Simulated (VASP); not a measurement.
# HfO2 (Fm-3m) in VASP: a series of runs, part 2 of 2

VASP 6.6.1.

### Step 4. Single point, PBE (volume scaled by 0.98)

INCAR

```
SYSTEM = HfO2
ALGO = Normal
EDIFF = 1E-6
ENCUT = 520
GGA = PE
ISIF = 2
ISMEAR = 0
LASPH = .TRUE.
LCHARG = .FALSE.
LREAL = .FALSE.
LWAVE = .FALSE.
NBANDS = 18
NELM = 80
PREC = Accurate
SIGMA = 0.01
```

KPOINTS

```
k-points
0
G
  8 8 8
  0 0 0
```

POSCAR

```
HfO2
1.0
    0.0000000000      2.5316991669      2.5316991669
    2.5316991669      0.0000000000      2.5316991669
    2.5316991669      2.5316991669      0.0000000000
Hf O
1 2
Direct
    0.0000000000      0.0000000000      0.0000000000
    0.2500000000      0.2500000000      0.2500000000
    0.7500000000      0.7500000000      0.7500000000
```

Potentials or basis: VASP PAW PBE potentials, release 64 (Hf_pv, O).

Launch:

```bash
$ cat potpaw_PBE.64/Hf_pv/POTCAR potpaw_PBE.64/O/POTCAR > POTCAR
$ mpirun -np 1 vasp_std > vasp.out
```

OUTCAR:

```text
SYSTEM = HfO2
   EDIFF = 1E-6
   ENCUT = 520
   GGA = PE
   ISIF = 2
   ISMEAR = 0
   LASPH = .TRUE.
   LREAL = .FALSE.
   NELM = 80
   PREC = Accurate

 ion  position               nearest neighbor table
   1  0.000  0.000  0.000-   3 2.19   3 2.19   3 2.19   2 2.19   3 2.19   2 2.19   2 2.19   2 2.19

   2  0.250  0.250  0.250-   1 2.19   1 2.19   1 2.19   1 2.19
   3  0.750  0.750  0.750-   1 2.19   1 2.19   1 2.19   1 2.19

  LATTYP: Found a face centered cubic cell.
 ALAT       =     5.0633983338

  Lattice vectors:

 A1 = (   0.0000000000,   2.5316991669,   2.5316991669)
 A2 = (   2.5316991669,   0.0000000000,   2.5316991669)
 A3 = (   2.5316991669,   2.5316991669,   0.0000000000)

Analysis of symmetry for initial positions (statically):
=====================================================================
 Subroutine PRICEL returns:
 Original cell was already a primitive cell.

 Routine SETGRP: Setting up the symmetry group for a
 face centered cubic supercell.

 Subroutine GETGRP returns: Found 48 space group operations
 (whereof 48 operations were pure point group operations)
 out of a pool of 48 trial point group operations.

The static configuration has the point symmetry O_h .

Analysis of symmetry for dynamics (positions and initial velocities):
=====================================================================
 Subroutine PRICEL returns:
 Original cell was already a primitive cell.

 Routine SETGRP: Setting up the symmetry group for a
 face centered cubic supercell.

 Subroutine GETGRP returns: Found 48 space group operations
 (whereof 48 operations were pure point group operations)
 out of a pool of 48 trial point group operations.

The dynamic configuration has the point symmetry O_h .

 Subroutine INISYM returns: Found 48 space group operations
[... 108 lines left out ...]
   TEBEG  =    0.0;   TEEND  =   0.0 temperature during run
   PSTRESS=    0.0 pullay stress
   NELECT =      22.0000    total number of electrons
   NUPDOWN=      -1.0000    fix difference up-down
   EMIN   =  10.00;   EMAX   =-10.00  energy-range for DOS
   EFERMI =   0.00;   METHOD = LEGACY
   ISMEAR =     0;   SIGMA  =   0.01  broadening in eV -4-tet -1-fermi 0-gaus
   EFERMI_NEDOS =   21; number of points for ismear=-14 and -15
   IALGO  =     38    algorithm
   IMIX   =      4    mixing-type and parameters
     AMIX     =   0.40;   BMIX     =  1.00
     AMIX_MAG =   1.60;   BMIX_MAG =  1.00
  volume/ion in A,a.u.               =      10.82        73.00
  Fermi-wavevector in a.u.,A,eV,Ry     =   1.438115  2.717643 28.139227  2.068175
  Thomas-Fermi vector in A             =   2.557118
   LORBIT       =      0    0 simple, 1 ext, 2 COOP (PROOUT), +10 PAW based schemes
   GGA     = PE    functional components
   LHFCALC =     F    Hartree Fock is set to
   AEXX    =    0.0000 exact exchange contribution
   IVDW    =     0    specifies the selected vdW correction
   LEPSILON=     F    determine dielectric tensor
   LRPA    =     F    only Hartree local field effects (RPA)
 non-spin polarized calculation
 Gauss-broadening in eV      SIGMA  =   0.01
  energy-cutoff  :      520.00
  volume of cell :       32.45
 maximum number of plane-waves:       893
   NGX = 13   NGY = 13   NGZ = 13

 number of electron      21.9999991 magnetization

 Free energy of the ion-electron system (eV)
  ---------------------------------------------------
  ext. energy  EPLUGINS =         0.00000000
  ---------------------------------------------------
  free energy    TOTEN  =       -30.24722313 eV

  energy without entropy =      -30.24722313  energy(sigma->0) =      -30.24722313

 E-fermi :   4.3689     XC(G=0): -11.8596

 val. band max:        4.3125682001   @ k =   0.5000   0.5000   0.0000
 cond. band min:       8.1248219959   @ k =   0.5000   0.5000   0.0000
 fundamental gap:      3.8122537958
 Fermi energy:         4.3688724927

 k-point     1 :       0.0000    0.0000    0.0000
  band No.  band energies     occupation
      1     -25.3565      2.00000
      2     -25.3565      2.00000
      3     -25.3565      2.00000
      4     -14.4443      2.00000
      5     -11.3914      2.00000
      6      -1.0538      2.00000
[... 481 lines left out ...]
      5     -12.2834      2.00000
      6      -0.5332      2.00000
[... 10 lines left out ...]
     17      15.3276      0.00000
     18      17.4308      0.00000

 [... further k-points ...]
[... 5 lines left out ...]
  --------------------------------------------------------------------------------------
  -------------------------------------------------------------------------------------
  Total        0.2771600      0.2771600      0.2771600      0.0000000      0.0000000     -0.0000000
  in kB       13.6827959     13.6827959     13.6827959      0.0000000      0.0000000     -0.0000000
  external PRESSURE =      13.6827959 kB  Pullay stress =       0.0000000 kB

 VOLUME and BASIS-vectors are now :
 -----------------------------------------------------------------------------
  energy-cutoff  :      520.00
  volume of cell :       32.45
      direct lattice vectors                 reciprocal lattice vectors
     0.000000000  2.531699167  2.531699167    -0.197495819  0.197495819  0.197495819
     2.531699167  0.000000000  2.531699167     0.197495819 -0.197495819  0.197495819
     2.531699167  2.531699167  0.000000000     0.197495819  0.197495819 -0.197495819

 POSITION                                       TOTAL-FORCE (eV/Angst)
 -----------------------------------------------------------------------------------
      0.00000      0.00000      0.00000        -0.000000      0.000000     -0.000000
      1.26585      1.26585      1.26585        -0.000000     -0.000000     -0.000000
      3.79755      3.79755      3.79755         0.000000      0.000000      0.000000
 -----------------------------------------------------------------------------------
    total drift:                                0.000000      0.000000      0.000000

  FREE ENERGIE OF THE ION-ELECTRON SYSTEM (eV)
  ---------------------------------------------------
  free  energy   TOTEN  =       -30.2472231277 eV

  energy  without entropy=      -30.2472231277  energy(sigma->0) =      -30.24722313
```

OSZICAR:

```text
N       E                     dE             d eps       ncg     rms          rms(c)
DAV:   1     0.943147346234E+02    0.94315E+02   -0.12716E+04  1044   0.121E+03
DAV:   2    -0.317960148990E+02   -0.12611E+03   -0.12156E+03  1350   0.287E+02
DAV:   3    -0.359926982283E+02   -0.41967E+01   -0.41834E+01  1210   0.469E+01
DAV:   4    -0.360170656834E+02   -0.24367E-01   -0.24358E-01  1242   0.391E+00
DAV:   5    -0.360172339789E+02   -0.16830E-03   -0.16829E-03  1184   0.300E-01    0.483E+01
DAV:   6    -0.303747330723E+02    0.56425E+01   -0.20120E+01  1066   0.323E+01    0.418E+01
DAV:   7    -0.302835339156E+02    0.91199E-01   -0.66190E-01  1196   0.670E+00    0.292E+01
DAV:   8    -0.302686403183E+02    0.14894E-01   -0.28250E-01  1130   0.488E+00    0.962E+00
DAV:   9    -0.302469818200E+02    0.21658E-01   -0.66628E-02  1114   0.217E+00    0.263E+00
DAV:  10    -0.302471666342E+02   -0.18481E-03   -0.33556E-03  1154   0.441E-01    0.185E-01
DAV:  11    -0.302472101294E+02   -0.43495E-04   -0.17083E-04  1192   0.113E-01    0.206E-01
DAV:  12    -0.302472221952E+02   -0.12066E-04   -0.36416E-05  1152   0.405E-02    0.119E-02
DAV:  13    -0.302472231277E+02   -0.93242E-06   -0.14647E-06  1138   0.918E-03
   1 F= -.30247223E+02 E0= -.30247223E+02  d E =-.564142E-18
```

It took 9.5 s on 1 thread of Intel Xeon Platinum 8559C (Emerald Rapids), shared host; peak memory 0.16 GiB.

What came out:

- Free energy: -30.2472 eV
- Pressure: 1.4 GPa
- Band gap on the k mesh: 3.81 eV, direct

Levels at points of the mesh, in eV from the valence-band top:
```tsv
k point	band 9	band 10	band 11	band 12	band 13	band 14
(0.00, 0.00, 0.00)	-0.61	-0.61	-0.61	3.89	3.89	5.87
(0.50, 0.00, 0.00)	-2.74	-1.84	-1.84	4.62	4.62	7.02
(0.50, 0.50, 0.00)	-1.53	-1.53	0.00	3.81	5.52	6.67
```

Caveat: spin-orbit coupling is left out, which moves the levels of the heavy elements.

### Step 5. Single point, PBE (volume scaled by 1.02)

INCAR

```
ALGO = Normal ; EDIFF = 1E-7
ENCUT = 520 ; GGA = PE
ISIF = 2 ; ISMEAR = 0
LASPH = True ; LCHARG = False
LREAL = False ; LWAVE = False
NBANDS = 18 ; NELM = 100
PREC = Accurate ; SIGMA = 0.01
```

KPOINTS

```
k-points
0
Gamma
  8 8 8
```

POSCAR

```
HfO2
1.0
    0.0000000000      2.5656857616      2.5656857616
    2.5656857616      0.0000000000      2.5656857616
    2.5656857616      2.5656857616      0.0000000000
Hf O
1 2
Direct
    0.0000000000      0.0000000000      0.0000000000
    0.2500000000      0.2500000000      0.2500000000
    0.7500000000      0.7500000000      0.7500000000
```

Launch:

```bash
$ cat potpaw_PBE.64/Hf_pv/POTCAR potpaw_PBE.64/O/POTCAR > POTCAR
$ mpirun -np 1 vasp_std > vasp.out
```

It took 11 s on 1 thread of Intel Xeon Platinum 8559C (Emerald Rapids), shared host; peak memory 0.16 GiB.

It converged, with:

| Property | Result |
| --- | --- |
| Free energy | -30.2198 eV |
| Pressure | -8.1 GPa |
| Band gap on the k mesh | 3.70 eV, direct |

Levels at points of the mesh, in eV from the valence-band top:
| k point | band 7 | band 8 | band 9 | band 10 | band 11 | band 12 | band 13 | band 14 | band 15 | band 16 |
| --- | --- | --- | --- | --- | --- | --- | --- | --- | --- | --- |
| (0.00, 0.00, 0.00) | -5.13 | -5.13 | -0.59 | -0.59 | -0.59 | 3.79 | 3.79 | 5.55 | 9.97 | 9.97 |
| (0.50, 0.00, 0.00) | -4.12 | -2.99 | -2.65 | -1.79 | -1.79 | 4.47 | 4.47 | 6.65 | 8.95 | 9.00 |
| (0.50, 0.50, 0.00) | -3.38 | -3.38 | -1.47 | -1.47 | 0.00 | 3.70 | 5.31 | 6.31 | 7.84 | 7.84 |

Caveat: spin-orbit coupling is left out, which moves the levels of the heavy elements.

### Step 6. Summary

```tsv
task	cell	cutoff (eV)	gap on the mesh (eV)	pressure (GPa)
relaxation of cell and atoms	relaxed to 50 GPa from a = 3.605 Å, angles 60.0°, 3 atoms	600	4.19	50.0
single point	a = 3.572 Å, angles 60.0°, 3 atoms	520	3.83	3.1
single point	a = 3.580 Å, angles 60.0°, 3 atoms	520	3.81	1.4
single point	a = 3.628 Å, angles 60.0°, 3 atoms	520	3.70	-8.1
```

Alike in all rows: level PBE; potentials or basis VASP PAW PBE potentials, release 64 (Hf_pv, O); no spin polarisation; k mesh 8 × 8 × 8; smearing gaussian 0.01 eV.

Caveats: spin-orbit coupling is left out, which moves the levels of the heavy elements; the cell is relaxed towards a set pressure, so the enthalpy falls and the energy may rise (some runs).

Absolute energies hang on the potentials; compare differences alone.
